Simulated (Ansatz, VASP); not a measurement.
## ZnS in VASP and in Ansatz

```
CELL_PARAMETERS angstrom
-0.01347 2.69409 2.69409
2.69409 -0.01347 2.69409
2.69409 2.69409 -0.01347
ATOMIC_POSITIONS crystal
Zn 0.99957 0.99957 0.99957
S 0.25043 0.25043 0.25043
```

Change from the starting cell: epitaxial_111 strain +0.5%.

Alike in both runs: task single point; functional PBE; k mesh 8 × 8 × 8; occupations fermi-dirac, width 0.02 eV; no spin polarisation.

|  | VASP | Ansatz |
| --- | --- | --- |
| version | VASP 6.6.1 | Ansatz 0.2.0 |
| potentials or method | VASP PAW PBE potentials, release 64 (Zn, S) | plane waves, PAW |
| plane-wave cutoff (eV) | 520 | 420 |
| valence electrons in the cell | 18 | 18 |

Ansatz gave:

- gap on the k mesh at the Fermi level (eV): 2.09
- pressure (GPa): 1.7
- traceless stress, the component that is largest in VASP (GPa): 0.24

Q: What did VASP give for the same quantities?

A: gap on the k mesh at the Fermi level (eV): 2.09; pressure (GPa): 1.9; traceless stress, the component that is largest in VASP (GPa): 0.24.

With one functional, cell and mesh, what is left measures potentials, basis and numerics.
